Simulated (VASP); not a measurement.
A run of VASP 6.6.1:

Contents of INCAR:

```
SYSTEM = CaSe
ALGO = Normal ; EDIFF = 1E-6
ENCUT = 520 ; GGA = PE
ISIF = 2 ; ISMEAR = 0
LASPH = .True. ; LCHARG = .True.
LELF = .True. ; LREAL = .False.
LVHAR = .True. ; LWAVE = .False.
NBANDS = 15 ; NELM = 80
PREC = Accurate ; SIGMA = 0.01
```

KPOINTS

```
k-points
0
Gamma
  4 4 4
  0 0 0
```

File POSCAR:

```
CaSe
1.0
    0.0000000000      2.9675351088      2.9675351088
    2.9675351088      0.0000000000      2.9675351088
    2.9675351088      2.9675351088      0.0000000000
Ca Se
1 1
Direct
    0.0000000000      0.0000000000      0.0000000000
    0.5000000000      0.5000000000      0.5000000000
```

Potentials or basis: VASP PAW PBE potentials, release 64 (Ca_sv, Se).

Run with:

```sh
$ cat potpaw_PBE.64/Ca_sv/POTCAR potpaw_PBE.64/Se/POTCAR > POTCAR
$ mpirun -np 1 vasp_std > vasp.out
```

Hardware: 1 thread of Intel Xeon 8259CL (shared host).

Q: How long does it take, and how much memory?

A: Wall time 14 s on 1 thread of Intel Xeon 8259CL, with other jobs on the host, peak memory 0.17 GiB. Counts: scf iterations 13, k points 8.
